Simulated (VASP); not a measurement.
# Ba (P6_3/mmc) in VASP: a series of runs

Ba is run at these levels: PBE; tasks: single point.

All numbers are computed with VASP 6.6.1; they aren't measurements. Logs are shortened: lines on timing, memory, paths and dates and some standing lists are left out, and cuts for length are marked.

### 1 The cell of the first run

It takes space group P6_3/mmc (No. 194, hexagonal). The conventional cell has a = 4.635 Å, b = 4.635 Å, c = 14.950 Å, α = 90.00°, β = 90.00°, γ = 120.00°.

This isn't the form of Ba at room conditions, which is bcc.

### 2 Single point, PBE

Input file INCAR:

```
SYSTEM = Ba
ALGO = Normal ; EDIFF = 1E-7
ENCUT = 520 ; GGA = PE
ISIF = 2 ; ISMEAR = 0
LASPH = .True. ; LCHARG = .False.
LREAL = .False. ; LWAVE = .False.
NBANDS = 28 ; NELM = 80
PREC = Accurate ; SIGMA = 0.1
```

Input file KPOINTS:

```
k-points
0
Gamma
  6 6 2
  0 0 0
```

Input file POSCAR:

```
Ba
1.0
    4.6353335273      0.0000000000      0.0000000000
   -2.3176667636      4.0143165897      0.0000000000
    0.0000000000      0.0000000000     14.9498655146
Ba
4
Direct
    0.0000000000      0.0000000000      0.0000000000
    0.0000000000      0.0000000000      0.5000000000
    0.3333333333      0.6666666667      0.7500000000
    0.6666666667      0.3333333333      0.2500000000
```

Potentials or basis: VASP PAW PBE potentials, release 64 (Ba_sv).

Run with:

```bash
$ cat potpaw_PBE.64/Ba_sv/POTCAR > POTCAR
$ mpirun -np 1 vasp_std > vasp.out
```

OUTCAR:

```text
SYSTEM = Ba
   EDIFF = 1E-7
   ENCUT = 520
   GGA = PE
   ISIF = 2
   ISMEAR = 0
   LASPH = .True.
   LREAL = .False.
   NELM = 80
   PREC = Accurate

 ion  position               nearest neighbor table
   1  0.000  0.000  0.000-   3 4.60   4 4.60   4 4.60   3 4.60   4 4.60   3 4.60
   2  0.000  0.000  0.500-   3 4.60   4 4.60   4 4.60   3 4.60   4 4.60   3 4.60
   3  0.333  0.667  0.750-   1 4.60   2 4.60   1 4.60   2 4.60   1 4.60   2 4.60
   4  0.667  0.333  0.250-   1 4.60   2 4.60   1 4.60   2 4.60   1 4.60   2 4.60

  LATTYP: Found a hexagonal cell.
 ALAT       =     4.6353335273
 C/A-ratio  =     3.2251973729

  Lattice vectors:

 A1 = (   4.6353335273,   0.0000000000,   0.0000000000)
 A2 = (  -2.3176667636,   4.0143165897,   0.0000000000)
 A3 = (   0.0000000000,   0.0000000000,  14.9498655146)

Analysis of symmetry for initial positions (statically):
=====================================================================
 Subroutine PRICEL returns:
 Original cell was already a primitive cell.

 Routine SETGRP: Setting up the symmetry group for a
 hexagonal supercell.

 Subroutine GETGRP returns: Found 24 space group operations
 (whereof 12 operations were pure point group operations)
 out of a pool of 24 trial point group operations.

The static configuration has the point symmetry D_3d.
 The point group associated with its full space group is D_6h.

Analysis of symmetry for dynamics (positions and initial velocities):
=====================================================================
 Subroutine PRICEL returns:
 Original cell was already a primitive cell.

 Routine SETGRP: Setting up the symmetry group for a
 hexagonal supercell.

 Subroutine GETGRP returns: Found 24 space group operations
 (whereof 12 operations were pure point group operations)
 out of a pool of 24 trial point group operations.

The dynamic configuration has the point symmetry D_3d.
 The point group associated with its full space group is D_6h.

 Subroutine INISYM returns: Found 24 space group operations
 (whereof 12 operations are pure point group operations),
 and found     1 'primitive' translations

----------------------------------------------------------------------------------------

[... 81 lines left out ...]
   LSORBIT =      F    spin-orbit coupling
   LASPH  =      T    aspherical Exc in radial PAW
   ENCUT  =  520.0 eV  38.22 Ry    6.18 a.u.   8.62  8.62 27.80*2*pi/ulx,y,z
   NELM   =     80;   NELMIN=  2; NELMDL= -5     # of ELM steps
   EDIFF  = 0.1E-06   stopping-criterion for ELM
   LREAL  =      F    real-space projection
   EDIFFG = 0.1E-05   stopping-criterion for IOM
   NSW    =      0    number of steps for IOM
   IBRION =     -1    ionic relax: 0-MD 1-quasi-New 2-CG
   NFREE  =      0    steps in history (QN), initial steepest desc. (CG)
   ISIF   =      2    stress and relaxation
   ISYM   =      2    0-nonsym 1-usesym 2-fastsym
   POTIM  = 0.5000    time-step for ionic-motion
   TEBEG  =    0.0;   TEEND  =   0.0 temperature during run
   PSTRESS=    0.0 pullay stress
   NELECT =      40.0000    total number of electrons
   NUPDOWN=      -1.0000    fix difference up-down
   EMIN   =  10.00;   EMAX   =-10.00  energy-range for DOS
   EFERMI =   0.00;   METHOD = LEGACY
   ISMEAR =     0;   SIGMA  =   0.10  broadening in eV -4-tet -1-fermi 0-gaus
   EFERMI_NEDOS =   21; number of points for ismear=-14 and -15
   IALGO  =     38    algorithm
   IMIX   =      4    mixing-type and parameters
     AMIX     =   0.40;   BMIX     =  1.00
     AMIX_MAG =   1.60;   BMIX_MAG =  1.00
  volume/ion in A,a.u.               =      69.55       469.32
  Fermi-wavevector in a.u.,A,eV,Ry     =   0.857666  1.620754 10.008323  0.735591
  Thomas-Fermi vector in A             =   1.974754
   LORBIT       =      0    0 simple, 1 ext, 2 COOP (PROOUT), +10 PAW based schemes
   GGA     = PE    functional components
   LHFCALC =     F    Hartree Fock is set to
   AEXX    =    0.0000 exact exchange contribution
   IVDW    =     0    specifies the selected vdW correction
   LEPSILON=     F    determine dielectric tensor
   LRPA    =     F    only Hartree local field effects (RPA)
 non-spin polarized calculation
 Gauss-broadening in eV      SIGMA  =   0.10
  energy-cutoff  :      520.00
  volume of cell :      278.18
 maximum number of plane-waves:      7532
 NGX is ok and might be reduce to    36
   NGX = 17   NGY = 17   NGZ = 55

 number of electron      40.0000000 magnetization

 Free energy of the ion-electron system (eV)
  ---------------------------------------------------
  ext. energy  EPLUGINS =         0.00000000
  ---------------------------------------------------
  free energy    TOTEN  =        -7.51255665 eV

  energy without entropy =       -7.45788768  energy(sigma->0) =       -7.48522217

 E-fermi :   1.4227     XC(G=0):  -7.0994

 val. band max:        1.4179388478   @ k =   0.3333   0.3333   0.0000
 cond. band min:       1.4495448363   @ k =   0.3333   0.3333   0.0000
 fundamental gap:      0.0316059884
 Fermi energy:         1.4226805507

 k-point     1 :       0.0000    0.0000    0.0000
  band No.  band energies     occupation
      1     -27.7025      2.00000
      2     -27.6924      2.00000
      3     -27.6845      2.00000
      4     -27.6743      2.00000
      5     -13.0407      2.00000
      6     -12.8791      2.00000
[... 423 lines left out ...]
     27       2.2500      0.00000
     28       2.2500      0.00000

------------------------ aborting loop because EDIFF is reached ----------------------------------------

  FORCE on cell =-STRESS in cart. coord.  units (eV):
  Direction    XX          YY          ZZ          XY          YZ          ZX
  --------------------------------------------------------------------------------------
  -------------------------------------------------------------------------------------
  Total       -1.0642547     -1.0642547     -0.8703367     -0.0000000     -0.0000000      0.0000000
  in kB       -6.1295172     -6.1295172     -5.0126571     -0.0000000     -0.0000000      0.0000000
  external PRESSURE =      -5.7572305 kB  Pullay stress =       0.0000000 kB

 VOLUME and BASIS-vectors are now :
 -----------------------------------------------------------------------------
  energy-cutoff  :      520.00
  volume of cell :      278.18
      direct lattice vectors                 reciprocal lattice vectors
     4.635333527  0.000000000  0.000000000     0.215734206  0.124554202  0.000000000
    -2.317666764  4.014316590  0.000000000     0.000000000  0.249108404  0.000000000
     0.000000000  0.000000000 14.949865515     0.000000000  0.000000000  0.066890234

 POSITION                                       TOTAL-FORCE (eV/Angst)
 -----------------------------------------------------------------------------------
      0.00000      0.00000      0.00000        -0.000000     -0.000000      0.000000
      0.00000      0.00000      7.47493        -0.000000     -0.000000      0.000000
     -0.00000      2.67621     11.21240         0.000000     -0.000000     -0.000000
      2.31767      1.33811      3.73747        -0.000000      0.000000      0.000000
 -----------------------------------------------------------------------------------
    total drift:                               -0.000000      0.000000     -0.000000

  FREE ENERGIE OF THE ION-ELECTRON SYSTEM (eV)
  ---------------------------------------------------
  free  energy   TOTEN  =        -7.5125566460 eV

  energy  without entropy=       -7.4578876841  energy(sigma->0) =       -7.48522217
```

Wall time 2.2 min (1 thread of Oxide Virtual Turin-like, shared host); peak memory 0.37 GiB.

Results:

| Quantity | Value |
| --- | --- |
| Free energy | -7.5126 eV |
| Pressure | -0.6 GPa |
| Band gap on the k mesh | zero (bands 20 and 21 overlap by 0.04 eV) |

Stress tensor (GPa, compression positive):
```
-0.61  0.00  0.00
 0.00 -0.61  0.00
 0.00  0.00 -0.50
```

Caveat: spin-orbit coupling is left out, which moves the levels of the heavy elements.

### 3 Single point, PBE

This run uses another cell than the first one, of 64.09 Å³/atom.

Input file INCAR:

```
PREC = Accurate
ENCUT = 520
EDIFF = 1E-6
ISMEAR = 0
SIGMA = 0.1
LREAL = F
LASPH = T
NELM = 80
ALGO = Fast
ISIF = 2
LWAVE = F
LCHARG = T
GGA = PE
LELF = T
LVHAR = T
NBANDS = 28
```

Input file KPOINTS:

```
regular mesh
0
Gamma
  12 12 4
```

Input file POSCAR:

```
Ba
1.0
    4.4920650542      0.0000000000      0.0000000000
   -2.2460325271      3.8902424524      0.0000000000
    0.0000000000      0.0000000000     14.6709392351
Ba
4
Direct
    0.0000000000      0.0000000000      0.0000000000
    0.0000000000      0.0000000000      0.5000000000
    0.3333333333      0.6666666667      0.7500000000
    0.6666666667      0.3333333333      0.2500000000
```

Potentials or basis: VASP PAW PBE potentials, release 64 (Ba_sv).

Run with:

```bash
$ cat potpaw_PBE.64/Ba_sv/POTCAR > POTCAR
$ mpirun -np 1 vasp_std > vasp.out
```

Wall time 9.1 min (1 thread of Oxide Virtual Turin-like, shared host); peak memory 0.53 GiB.

It converged, with:

```yaml
Free_energy: -7.5791 eV
Pressure: 0.0 GPa
Band_gap_on_the_k_mesh: zero (bands 20 and 21 overlap by 0.12 eV)
```

Levels at points of the mesh, in eV from the Fermi level:
| k point | band 17 | band 18 | band 19 | band 20 | band 21 | band 22 | band 23 | band 24 |
| --- | --- | --- | --- | --- | --- | --- | --- | --- |
| (0.00, 0.00, 0.00) | -2.80 | -1.87 | -1.86 | -0.98 | 0.95 | 0.98 | 0.98 | 1.61 |
| (0.50, 0.00, 0.00) | -0.95 | -0.86 | -0.51 | -0.42 | 0.08 | 0.10 | 0.23 | 0.80 |
| (0.00, 0.00, 0.50) | -2.54 | -2.54 | -1.20 | -1.20 | 0.83 | 0.83 | 1.44 | 1.44 |
| (0.50, 0.00, 0.50) | -0.78 | -0.78 | -0.64 | -0.64 | -0.03 | -0.03 | 0.69 | 0.69 |

Caveat: spin-orbit coupling is left out, which moves the levels of the heavy elements.

### 4 Single point, PBE

This run uses another cell than the first one, of 64.09 Å³/atom.

Input file INCAR:

```
SYSTEM = Ba
ALGO = Fast ; EDIFF = 1E-7
ENCUT = 520 ; GGA = PE
ISIF = 2 ; ISMEAR = 0
LASPH = .TRUE. ; LCHARG = .FALSE.
LREAL = .FALSE. ; LWAVE = .FALSE.
NBANDS = 28 ; NELM = 60
PREC = Accurate ; SIGMA = 0.1
```

Input file KPOINTS:

```
k-points
0
G
  12 12 4
  0 0 0
```

POSCAR is that of step 3.

Run with:

```bash
$ cat potpaw_PBE.64/Ba_sv/POTCAR > POTCAR
$ mpirun -np 1 vasp_std > vasp.out
```

It took 10 min on 1 thread of Oxide Virtual Turin-like, shared host; peak memory 0.53 GiB.

It converged, with:

```
Free energy            : -7.5791 eV
Pressure               : 0.0 GPa
Band gap on the k mesh : zero (bands 20 and 21 overlap by 0.12 eV)
```

Levels at points of the mesh, in eV from the Fermi level:
```tsv
k point	band 18	band 19	band 20	band 21	band 22	band 23
(0.00, 0.00, 0.00)	-1.87	-1.86	-0.98	0.95	0.98	0.98
(0.50, 0.00, 0.00)	-0.86	-0.51	-0.42	0.08	0.10	0.23
(0.00, 0.00, 0.50)	-2.54	-1.20	-1.20	0.83	0.83	1.44
(0.50, 0.00, 0.50)	-0.78	-0.64	-0.64	-0.03	-0.03	0.69
```

Caveat: spin-orbit coupling is left out, which moves the levels of the heavy elements.

The gap in the log of VASP goes by the Fermi energy; the results here count the filled bands.